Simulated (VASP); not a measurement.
# Sn3Se (Fm-3m) in VASP: further runs, part 2 of 2

VASP 6.6.1.

### Step 3. Single point, LDA

This run uses another cell than the first one, of 26.53 Å³/atom, 1.020 times its volume.

File INCAR:

```
  PREC = Accurate
  ENCUT = 520
  EDIFF = 1E-6
  ISMEAR = -1
  SIGMA = 0.05
  LREAL = False
  LASPH = True
  NELM = 60
  ALGO = Normal
  ISIF = 2
  LWAVE = False
  LCHARG = False
  NBANDS = 32
```

File KPOINTS:

```
regular mesh
0
Gamma
  6 6 6
```

File POSCAR:

```
Sn3Se
1.0
    0.0000000000      3.7578614887      3.7578614887
    3.7578614887      0.0000000000      3.7578614887
    3.7578614887      3.7578614887      0.0000000000
Sn Se
3 1
Direct
    0.5000000000      0.5000000000      0.5000000000
    0.7500000000      0.7500000000      0.7500000000
    0.2500000000      0.2500000000      0.2500000000
    0.0000000000      0.0000000000      0.0000000000
```

Potentials or basis: VASP PAW LDA potentials, release 64 (Sn_d, Se).

Run with:

```bash
cat potpaw_LDA.64/Sn_d/POTCAR potpaw_LDA.64/Se/POTCAR > POTCAR
mpirun -np 1 vasp_std > vasp.out
```

OUTCAR:

```text
PREC = Accurate
   ENCUT = 520
   EDIFF = 1E-6
   ISMEAR = -1
   LREAL = False
   LASPH = True
   NELM = 60
   ISIF = 2

 ion  position               nearest neighbor table
   1  0.500  0.500  0.500-   3 3.25   3 3.25   3 3.25   2 3.25   3 3.25   2 3.25   2 3.25   2 3.25

   2  0.750  0.750  0.750-   1 3.25   1 3.25   1 3.25   1 3.25   4 3.25   4 3.25   4 3.25   4 3.25
                             3 3.76   3 3.76   3 3.76   3 3.76   3 3.76   3 3.76
   3  0.250  0.250  0.250-   4 3.25   4 3.25   4 3.25   1 3.25   4 3.25   1 3.25   1 3.25   1 3.25
                             2 3.76   2 3.76   2 3.76   2 3.76   2 3.76   2 3.76
   4  0.000  0.000  0.000-   2 3.25   2 3.25   2 3.25   2 3.25   3 3.25   3 3.25   3 3.25   3 3.25

  LATTYP: Found a face centered cubic cell.
 ALAT       =     7.5157229774

  Lattice vectors:

 A1 = (   0.0000000000,   3.7578614887,   3.7578614887)
 A2 = (   3.7578614887,   0.0000000000,   3.7578614887)
 A3 = (   3.7578614887,   3.7578614887,   0.0000000000)

Analysis of symmetry for initial positions (statically):
=====================================================================
 Subroutine PRICEL returns:
 Original cell was already a primitive cell.

 Routine SETGRP: Setting up the symmetry group for a
 face centered cubic supercell.

 Subroutine GETGRP returns: Found 48 space group operations
 (whereof 48 operations were pure point group operations)
 out of a pool of 48 trial point group operations.

The static configuration has the point symmetry O_h .

Analysis of symmetry for dynamics (positions and initial velocities):
=====================================================================
 Subroutine PRICEL returns:
 Original cell was already a primitive cell.

 Routine SETGRP: Setting up the symmetry group for a
 face centered cubic supercell.

 Subroutine GETGRP returns: Found 48 space group operations
 (whereof 48 operations were pure point group operations)
 out of a pool of 48 trial point group operations.

The dynamic configuration has the point symmetry O_h .

 Subroutine INISYM returns: Found 48 space group operations
 (whereof 48 operations are pure point group operations),
 and found     1 'primitive' translations

----------------------------------------------------------------------------------------

                                     Primitive cell

  volume of cell :     106.1335

  direct lattice vectors                    reciprocal lattice vectors
     0.000000000  3.757861489  3.757861489    -0.133054398  0.133054398  0.133054398
     3.757861489  0.000000000  3.757861489     0.133054398 -0.133054398  0.133054398
     3.757861489  3.757861489  0.000000000     0.133054398  0.133054398 -0.133054398

  length of vectors
     5.314418683  5.314418683  5.314418683     0.230456978  0.230456978  0.230456978

  position of ions in fractional coordinates (direct lattice)
     0.500000000  0.500000000  0.500000000
     0.750000000  0.750000000  0.750000000
     0.250000000  0.250000000  0.250000000
     0.000000000  0.000000000  0.000000000

  ion indices of the primitive-cell ions
   primitive index   ion index
                 1           1
                 2           2
                 3           3
                 4           4

----------------------------------------------------------------------------------------

 KPOINTS: regular mesh
[... 22 lines left out ...]

 Following reciprocal coordinates:
            Coordinates               Weight
  0.000000  0.000000  0.000000      1.000000
  0.166667  0.000000  0.000000      8.000000
  0.333333  0.000000  0.000000      8.000000
  0.500000  0.000000  0.000000      4.000000
  0.166667  0.166667  0.000000      6.000000
  0.333333  0.166667  0.000000     24.000000
[... 8 lines left out ...]
 -0.333333  0.333333  0.166667     24.000000
 -0.333333  0.500000  0.166667     12.000000
   k-points           NKPTS =     16   k-points in BZ     NKDIM =     16   number of bands    NBANDS=     32
   number of dos      NEDOS =    301   number of ions     NIONS =      4
   total plane-waves  NPLWV =  64000
   dimension x,y,z NGX =    40 NGY =   40 NGZ =   40
   dimension x,y,z NGXF=    80 NGYF=   80 NGZF=   80
   ions per type =               3   1
   NGX,Y,Z   is equivalent  to a cutoff of  12.51, 12.51, 12.51 a.u.
   NGXF,Y,Z  is equivalent  to a cutoff of  25.03, 25.03, 25.03 a.u.
 SYSTEM =  unknown system
   PREC   = accura    normal or accurate (medium, high low for compatibility)
   ISTART =      0    job   : 0-new  1-cont  2-samecut
   ICHARG =      2    charge: 1-file 2-atom 10-const
   ISPIN  =      1    spin polarized calculation?
   LNONCOLLINEAR =      F non collinear calculations
   LSORBIT =      F    spin-orbit coupling
   LASPH  =      T    aspherical Exc in radial PAW
   ENCUT  =  520.0 eV  38.22 Ry    6.18 a.u.   9.88  9.88  9.88*2*pi/ulx,y,z
   NELM   =     60;   NELMIN=  2; NELMDL= -5     # of ELM steps
   EDIFF  = 0.1E-05   stopping-criterion for ELM
   LREAL  =      F    real-space projection
   EDIFFG = 0.1E-04   stopping-criterion for IOM
   NSW    =      0    number of steps for IOM
   IBRION =     -1    ionic relax: 0-MD 1-quasi-New 2-CG
   NFREE  =      0    steps in history (QN), initial steepest desc. (CG)
   ISIF   =      2    stress and relaxation
   ISYM   =      2    0-nonsym 1-usesym 2-fastsym
   POTIM  = 0.5000    time-step for ionic-motion
   TEBEG  =    0.0;   TEEND  =   0.0 temperature during run
   PSTRESS=    0.0 pullay stress
   NELECT =      48.0000    total number of electrons
   NUPDOWN=      -1.0000    fix difference up-down
   EMIN   =  10.00;   EMAX   =-10.00  energy-range for DOS
   EFERMI =   0.00;   METHOD = LEGACY
   ISMEAR =    -1;   SIGMA  =   0.05  broadening in eV -4-tet -1-fermi 0-gaus
   EFERMI_NEDOS =   21; number of points for ismear=-14 and -15
   IALGO  =     38    algorithm
   IMIX   =      4    mixing-type and parameters
     AMIX     =   0.40;   BMIX     =  1.00
     AMIX_MAG =   1.60;   BMIX_MAG =  1.00
  volume/ion in A,a.u.               =      26.53       179.06
  Fermi-wavevector in a.u.,A,eV,Ry     =   1.256621  2.374670 21.484926  1.579098
  Thomas-Fermi vector in A             =   2.390320
   LORBIT       =      0    0 simple, 1 ext, 2 COOP (PROOUT), +10 PAW based schemes
   GGA     = CA    functional components
   LHFCALC =     F    Hartree Fock is set to
   AEXX    =    0.0000 exact exchange contribution
   IVDW    =     0    specifies the selected vdW correction
   LEPSILON=     F    determine dielectric tensor
   LRPA    =     F    only Hartree local field effects (RPA)
 non-spin polarized calculation
  energy-cutoff  :      520.00
  volume of cell :      106.13
 maximum number of plane-waves:      2884
   NGX = 19   NGY = 19   NGZ = 19

 number of electron      48.0000019 magnetization

 Free energy of the ion-electron system (eV)
  ---------------------------------------------------
  ext. energy  EPLUGINS =         0.00000000
  ---------------------------------------------------
  free energy    TOTEN  =       -17.41139649 eV

  energy without entropy =      -17.37763882  energy(sigma->0) =      -17.39451765

 E-fermi :   6.7615     XC(G=0): -10.4367

 val. band max:        6.7267474340   @ k =   0.1667   0.1667   0.0000
 cond. band min:       6.7858129796   @ k =  -0.3333   0.3333   0.1667
 fundamental gap:      0.0590655457
 Fermi energy:         6.7615087327

 k-point     1 :       0.0000    0.0000    0.0000
  band No.  band energies     occupation
      1     -14.7214      2.00000
      2     -14.7214      2.00000
      3     -14.6926      2.00000
      4     -14.6926      2.00000
      5     -14.6926      2.00000
      6     -14.6797      2.00000
[... 549 lines left out ...]
     31      11.5706      0.00000
     32      14.0941      0.00000

------------------------ aborting loop because EDIFF is reached ----------------------------------------

  FORCE on cell =-STRESS in cart. coord.  units (eV):
  Direction    XX          YY          ZZ          XY          YZ          ZX
  --------------------------------------------------------------------------------------
  -------------------------------------------------------------------------------------
  Total       -3.4519094     -3.4519094     -3.4519094      0.0000000      0.0000000      0.0000000
  in kB      -52.1095912    -52.1095912    -52.1095912      0.0000000      0.0000000      0.0000000
  external PRESSURE =     -52.1095912 kB  Pullay stress =       0.0000000 kB

 VOLUME and BASIS-vectors are now :
 -----------------------------------------------------------------------------
  energy-cutoff  :      520.00
  volume of cell :      106.13
      direct lattice vectors                 reciprocal lattice vectors
     0.000000000  3.757861489  3.757861489    -0.133054398  0.133054398  0.133054398
     3.757861489  0.000000000  3.757861489     0.133054398 -0.133054398  0.133054398
     3.757861489  3.757861489  0.000000000     0.133054398  0.133054398 -0.133054398

 POSITION                                       TOTAL-FORCE (eV/Angst)
 -----------------------------------------------------------------------------------
      3.75786      3.75786      3.75786        -0.000000     -0.000000     -0.000000
      5.63679      5.63679      5.63679         0.000000      0.000000      0.000000
      1.87893      1.87893      1.87893        -0.000000     -0.000000     -0.000000
      0.00000      0.00000      0.00000        -0.000000     -0.000000     -0.000000
 -----------------------------------------------------------------------------------
    total drift:                               -0.000000     -0.000000      0.000000

  FREE ENERGIE OF THE ION-ELECTRON SYSTEM (eV)
  ---------------------------------------------------
  free  energy   TOTEN  =       -17.4113964901 eV

  energy  without entropy=      -17.3776388166  energy(sigma->0) =      -17.39451765
```

stdout:

```text
POSCAR found type information on POSCAR SnSe
 POSCAR found :  2 types and       4 ions
 scaLAPACK will be used
 LDA part: xc-table for (Slater(with rela. corr.)+CA(PZ))
 , standard interpolation
 POSCAR, INCAR and KPOINTS ok, starting setup
 FFT: planning ... GRIDC
 FFT: planning ... GRID_SOFT
 FFT: planning ... GRID
 WAVECAR not read
 entering main loop
```

Wall time 20 s (1 thread of Intel Xeon 6975P-C (Granite Rapids), shared host); peak memory 0.21 GiB.

What came out:

* Free energy: -17.4114 eV
* Pressure: -5.2 GPa
* Band gap on the k mesh: zero (band 24 reaches 7.38 eV, above the bottom of band 25 at 5.53 eV)

Caveat: spin-orbit coupling is left out, which moves the levels of the heavy elements.
